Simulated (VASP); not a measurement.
# Si3F4 (P6/mmm) in VASP: relaxation of cell and atoms with PBE

Aim: the relaxation of cell and atoms of Si3F4 with PBE.

Program: VASP 6.6.1. These are calculated values, not measurements. Logs are shortened: lines on timing, memory, paths and dates and some standing lists are left out, and cuts for length are marked.

**1. The cell of the first run**

Symmetry: P6/mmm, No. 191, hexagonal system. Conventional cell: a = 5.342 Å, b = 5.342 Å, c = 3.832 Å, α = 90.00°, β = 90.00°, γ = 120.00°. Si (site symmetry mmm) has 2 F at 1.92 Å within 2.5 Å. Within 3.5 Å of F (site symmetry 6/mmm) lie 6 Si at 2.67 Å and 12 F at 3.29 Å. F (site symmetry mmm) has 2 Si at 1.92 Å within 2.5 Å.

The cell was generated, and may not be a known phase.

**2. Relaxation of cell and atoms, PBE**

Contents of INCAR:

```
PREC = Accurate ; ENCUT = 600
EDIFF = 1E-6 ; ISMEAR = 0
SIGMA = 0.1 ; LREAL = F
LASPH = T ; NELM = 100
ALGO = Normal ; ISIF = 3
LWAVE = F ; LCHARG = F
GGA = PE ; IBRION = 2
NSW = 100 ; EDIFFG = -0.01
LUSENCCL = F
```

Contents of KPOINTS:

```
Automatic mesh
0
Gamma
  12 12 10
```

Contents of POSCAR:

```
Si3F4
1.0
    5.3423062196      0.0000000000      0.0000000000
   -2.6711531098      4.6265729009      0.0000000000
    0.0000000000      0.0000000000      3.8321944032
Si F
3 4
Direct
    0.5000000000      0.0000000000      0.5000000000
    0.0000000000      0.5000000000      0.5000000000
    0.5000000000      0.5000000000      0.5000000000
    0.0000000000      0.0000000000      0.5000000000
    0.5000000000      0.0000000000      0.0000000000
    0.0000000000      0.5000000000      0.0000000000
    0.5000000000      0.5000000000      0.0000000000
```

Potentials or basis: VASP PAW PBE potentials, release 64 (Si, F).

The run is started by

```bash
> cat potpaw_PBE.64/Si/POTCAR potpaw_PBE.64/F/POTCAR > POTCAR
> mpirun -np 1 vasp_std > vasp.out
```

OUTCAR:

```text
PREC = Accurate
   ENCUT = 600
   EDIFF = 1E-6
   ISMEAR = 0
   LREAL = F
   LASPH = T
   NELM = 100
   ISIF = 3
   GGA = PE
   IBRION = 2
   NSW = 100
   EDIFFG = -0.01

 ion  position               nearest neighbor table
   1  0.500  0.000  0.500-   5 1.92   5 1.92   2 2.67   3 2.67   3 2.67   2 2.67
   2  0.000  0.500  0.500-   6 1.92   6 1.92   1 2.67   1 2.67   3 2.67   3 2.67
   3  0.500  0.500  0.500-   7 1.92   7 1.92   1 2.67   1 2.67   2 2.67   2 2.67
   4  0.000  0.000  0.500-
   5  0.500  0.000  0.000-   1 1.92   1 1.92
   6  0.000  0.500  0.000-   2 1.92   2 1.92
   7  0.500  0.500  0.000-   3 1.92   3 1.92

  LATTYP: Found a hexagonal cell.
 ALAT       =     5.3423062196
 C/A-ratio  =     0.7173296037

  Lattice vectors:

 A1 = (   5.3423062196,   0.0000000000,   0.0000000000)
 A2 = (  -2.6711531098,   4.6265729009,   0.0000000000)
 A3 = (   0.0000000000,   0.0000000000,   3.8321944032)

Analysis of symmetry for initial positions (statically):
=====================================================================
 Subroutine PRICEL returns:
 Original cell was already a primitive cell.

 Routine SETGRP: Setting up the symmetry group for a
 hexagonal supercell.

 Subroutine GETGRP returns: Found 24 space group operations
 (whereof 24 operations were pure point group operations)
 out of a pool of 24 trial point group operations.

The static configuration has the point symmetry D_6h.

Analysis of symmetry for dynamics (positions and initial velocities):
=====================================================================
 Subroutine PRICEL returns:
 Original cell was already a primitive cell.

 Routine SETGRP: Setting up the symmetry group for a
 hexagonal supercell.

 Subroutine GETGRP returns: Found 24 space group operations
 (whereof 24 operations were pure point group operations)
 out of a pool of 24 trial point group operations.

The dynamic configuration has the point symmetry D_6h.

 Subroutine INISYM returns: Found 24 space group operations
 (whereof 24 operations are pure point group operations),
 and found     1 'primitive' translations

----------------------------------------------------------------------------------------

                                     Primitive cell

  volume of cell :      94.7187

  direct lattice vectors                    reciprocal lattice vectors
     5.342306220  0.000000000  0.000000000     0.187185077  0.108071354 -0.000000000
    -2.671153110  4.626572901  0.000000000     0.000000000  0.216142709  0.000000000
     0.000000000  0.000000000  3.832194403     0.000000000 -0.000000000  0.260947096

  length of vectors
     5.342306220  5.342306220  3.832194403     0.216142709  0.216142709  0.260947096

  position of ions in fractional coordinates (direct lattice)
     0.500000000  0.000000000  0.500000000
     1.000000000  0.500000000  0.500000000
     0.500000000  0.500000000  0.500000000
     0.000000000  0.000000000  0.500000000
     0.500000000  0.000000000  0.000000000
     1.000000000  0.500000000  0.000000000
     0.500000000  0.500000000  0.000000000

  ion indices of the primitive-cell ions
   primitive index   ion index
                 1           1
                 2           2
                 3           3
                 4           4
                 5           5
                 6           6
                 7           7

----------------------------------------------------------------------------------------

 KPOINTS: Automatic mesh

Automatic generation of k-mesh.
 Grid dimensions read from file:
 generate k-points for:   12   12   10

 Generating k-lattice:

  Cartesian coordinates                     Fractional coordinates (reciprocal lattice)
     0.015598756  0.009005946 -0.000000000     0.083333333  0.000000000  0.000000000
     0.000000000  0.018011892  0.000000000     0.000000000  0.083333333  0.000000000
     0.000000000 -0.000000000  0.026094710     0.000000000  0.000000000  0.100000000

  Length of vectors
     0.018011892  0.018011892  0.026094710

  Shift w.r.t. Gamma in fractional coordinates (k-lattice)
     0.000000000  0.000000000  0.000000000

 Subroutine IBZKPT returns following result:
 ===========================================

 Found    114 irreducible k-points:

 Following reciprocal coordinates:
            Coordinates               Weight
  0.000000  0.000000  0.000000      1.000000
  0.083333  0.000000  0.000000      6.000000
  0.166667  0.000000  0.000000      6.000000
  0.250000  0.000000  0.000000      6.000000
  0.333333  0.000000  0.000000      6.000000
  0.416667  0.000000  0.000000      6.000000
[... 16 lines left out ...]
  0.250000  0.000000  0.100000     12.000000
  0.333333  0.000000  0.100000     12.000000
 [... further k-points ...]
   k-points           NKPTS =    114   k-points in BZ     NKDIM =    114   number of bands    NBANDS=     24
   number of dos      NEDOS =    301   number of ions     NIONS =      7
   total plane-waves  NPLWV =  73728
   dimension x,y,z NGX =    48 NGY =   48 NGZ =   32
   dimension x,y,z NGXF=    96 NGYF=   96 NGZF=   64
   ions per type =               3   4
   NGX,Y,Z   is equivalent  to a cutoff of  14.94, 14.94, 13.88 a.u.
   NGXF,Y,Z  is equivalent  to a cutoff of  29.87, 29.87, 27.76 a.u.
 SYSTEM =  unknown system
   PREC   = accura    normal or accurate (medium, high low for compatibility)
   ISTART =      0    job   : 0-new  1-cont  2-samecut
   ICHARG =      2    charge: 1-file 2-atom 10-const
   ISPIN  =      1    spin polarized calculation?
   LNONCOLLINEAR =      F non collinear calculations
   LSORBIT =      F    spin-orbit coupling
   LASPH  =      T    aspherical Exc in radial PAW
   ENCUT  =  600.0 eV  44.10 Ry    6.64 a.u.  10.67 10.67  7.65*2*pi/ulx,y,z
   NELM   =    100;   NELMIN=  2; NELMDL= -5     # of ELM steps
   EDIFF  = 0.1E-05   stopping-criterion for ELM
   LREAL  =      F    real-space projection
   EDIFFG = -.1E-01   stopping-criterion for IOM
   NSW    =    100    number of steps for IOM
   IBRION =      2    ionic relax: 0-MD 1-quasi-New 2-CG
   NFREE  =      1    steps in history (QN), initial steepest desc. (CG)
   ISIF   =      3    stress and relaxation
   ISYM   =      2    0-nonsym 1-usesym 2-fastsym
   POTIM  = 0.5000    time-step for ionic-motion
   TEBEG  =    0.0;   TEEND  =   0.0 temperature during run
   PSTRESS=    0.0 pullay stress
   NELECT =      40.0000    total number of electrons
   NUPDOWN=      -1.0000    fix difference up-down
   EMIN   =  10.00;   EMAX   =-10.00  energy-range for DOS
   EFERMI =   0.00;   METHOD = LEGACY
   ISMEAR =     0;   SIGMA  =   0.10  broadening in eV -4-tet -1-fermi 0-gaus
   EFERMI_NEDOS =   21; number of points for ismear=-14 and -15
   IALGO  =     38    algorithm
   IMIX   =      4    mixing-type and parameters
     AMIX     =   0.40;   BMIX     =  1.00
     AMIX_MAG =   1.60;   BMIX_MAG =  1.00
  volume/ion in A,a.u.               =      13.53        91.31
  Fermi-wavevector in a.u.,A,eV,Ry     =   1.228239  2.321035 20.525359  1.508571
  Thomas-Fermi vector in A             =   2.363172
   LORBIT       =      0    0 simple, 1 ext, 2 COOP (PROOUT), +10 PAW based schemes
   GGA     = PE    functional components
   LHFCALC =     F    Hartree Fock is set to
   AEXX    =    0.0000 exact exchange contribution
   IVDW    =     0    specifies the selected vdW correction
   LEPSILON=     F    determine dielectric tensor
   LRPA    =     F    only Hartree local field effects (RPA)
 conjugate gradient relaxation of ions
 non-spin polarized calculation
 Gauss-broadening in eV      SIGMA  =   0.10
  energy-cutoff  :      600.00
  volume of cell :       94.72
 maximum number of plane-waves:      3196
 NGX is ok and might be reduce to    48
   NGX = 21   NGY = 21   NGZ = 15

--------------------------------------- Ionic step        1  -------------------------------------------

 number of electron      39.9999991 magnetization

 Free energy of the ion-electron system (eV)
  ---------------------------------------------------
  ext. energy  EPLUGINS =         0.00000000
  ---------------------------------------------------
  free energy    TOTEN  =       -32.68688291 eV

  energy without entropy =      -32.67748918  energy(sigma->0) =      -32.68218605

------------------------ aborting loop because EDIFF is reached ----------------------------------------

  FORCE on cell =-STRESS in cart. coord.  units (eV):
  Direction    XX          YY          ZZ          XY          YZ          ZX
  --------------------------------------------------------------------------------------
  -------------------------------------------------------------------------------------
  Total       -0.1466114     -0.1466114      0.1635083      0.0000000     -0.0000000     -0.0000000
  in kB       -2.4799481     -2.4799481      2.7657614      0.0000000     -0.0000000     -0.0000000
  external PRESSURE =      -0.7313783 kB  Pullay stress =       0.0000000 kB
[... 108 lines left out ...]
  energy  without entropy=      -32.6776911630  energy(sigma->0) =      -32.68239222

--------------------------------------- Ionic step        4  -------------------------------------------

 number of electron      39.9999993 magnetization

 Free energy of the ion-electron system (eV)
  ---------------------------------------------------
  ext. energy  EPLUGINS =         0.00000000
  ---------------------------------------------------
  free energy    TOTEN  =       -32.68712141 eV

  energy without entropy =      -32.67771875  energy(sigma->0) =      -32.68242008

 E-fermi :   4.7178     XC(G=0):  -9.7671

 val. band max:        4.7114836500   @ k =   0.3333   0.2500   0.4000
 cond. band min:       4.7220622587   @ k =   0.1667   0.0000   0.4000
 fundamental gap:      0.0105786087
 Fermi energy:         4.7177729843

 k-point     1 :       0.0000    0.0000    0.0000
  band No.  band energies     occupation
      1     -20.8766      2.00000
      2     -20.3615      2.00000
      3     -20.3615      2.00000
      4     -17.6277      2.00000
      5      -4.8003      2.00000
      6      -4.3594      2.00000
[... 637 lines left out ...]
     23       9.4905      0.00000
     24       9.6768      0.00000

 [... further k-points ...]

------------------------ aborting loop because EDIFF is reached ----------------------------------------

  FORCE on cell =-STRESS in cart. coord.  units (eV):
  Direction    XX          YY          ZZ          XY          YZ          ZX
  --------------------------------------------------------------------------------------
  -------------------------------------------------------------------------------------
  Total       -0.0030688     -0.0030688      0.0044085      0.0000000      0.0000000      0.0000000
  in kB       -0.0520171     -0.0520171      0.0747260      0.0000000      0.0000000      0.0000000
  external PRESSURE =      -0.0097694 kB  Pullay stress =       0.0000000 kB
[... 22 lines left out ...]
  FREE ENERGIE OF THE ION-ELECTRON SYSTEM (eV)
  ---------------------------------------------------
  free  energy   TOTEN  =       -32.6871214131 eV

  energy  without entropy=      -32.6777187474  energy(sigma->0) =      -32.68242008

 reached required accuracy - stopping structural energy minimisation
```

It took 2.6 min on 1 × NVIDIA H100 80GB with 1 thread of AMD EPYC 7R13 (Zen 3), shared host; peak memory 1.4 GiB.

What came out:

| Property | Result |
| --- | --- |
| Free energy | -32.6871 eV |
| Relaxed volume | 13.50 Å³/atom |
| Relaxed cell | a = 5.335 Å, b = 5.335 Å, c = 3.835 Å, α = 90.00°, β = 90.00°, γ = 120.00° |
| Space group after relaxing (to 0.1 Å) | P6/mmm (No. 191) |
| Energy gained by relaxing | 0.0 meV/atom |
| Ionic steps | 4 |
| Pressure after relaxing | 0.0 GPa |
| Band gap on the k mesh | zero (bands 20 and 21 overlap by 0.82 eV) |

Step by step:
```
step  energy change (eV)  largest force (eV/Å)  pressure (GPa)  volume (Å³)
   1              0.0000                0.0000           -0.07        94.72
   2             -0.0002                0.0000           -0.09        94.63
   3             -0.0002                0.0000           -0.10        94.64
   4             -0.0002                0.0000            0.00        94.52
```

Final structure:
```yaml
crystal:
  lattice:
    - [5.33508, 0.00000, 0.00000]
    - [-2.66754, 4.62031, 0.00000]
    - [0.00000, 0.00000, 3.83459]
  atoms:
    - { symbol: Si, position: [0.50000, 0.00000, 0.50000] }
    - { symbol: Si, position: [0.00000, 0.50000, 0.50000] }
    - { symbol: Si, position: [0.50000, 0.50000, 0.50000] }
    - { symbol: F, position: [0.00000, 0.00000, 0.50000] }
    - { symbol: F, position: [0.50000, 0.00000, 0.00000] }
    - { symbol: F, position: [0.00000, 0.50000, 0.00000] }
    - { symbol: F, position: [0.50000, 0.50000, 0.00000] }
```

Levels at points of the mesh, in eV from the Fermi level:
| k point | band 17 | band 18 | band 19 | band 20 | band 21 | band 22 | band 23 | band 24 |
| --- | --- | --- | --- | --- | --- | --- | --- | --- |
| (0.00, 0.00, 0.00) | -3.49 | -3.49 | -3.39 | -3.01 | 1.02 | 1.02 | 5.07 | 5.81 |
| (0.50, 0.00, 0.00) | -3.60 | -3.43 | -2.25 | -1.28 | 1.84 | 2.22 | 3.69 | 3.94 |
| (0.00, 0.00, 0.50) | -4.39 | -3.79 | -0.54 | -0.54 | 0.22 | 0.22 | 1.49 | 5.76 |
| (0.50, 0.00, 0.50) | -3.57 | -3.25 | -2.22 | -0.45 | 1.09 | 2.16 | 2.36 | 3.66 |
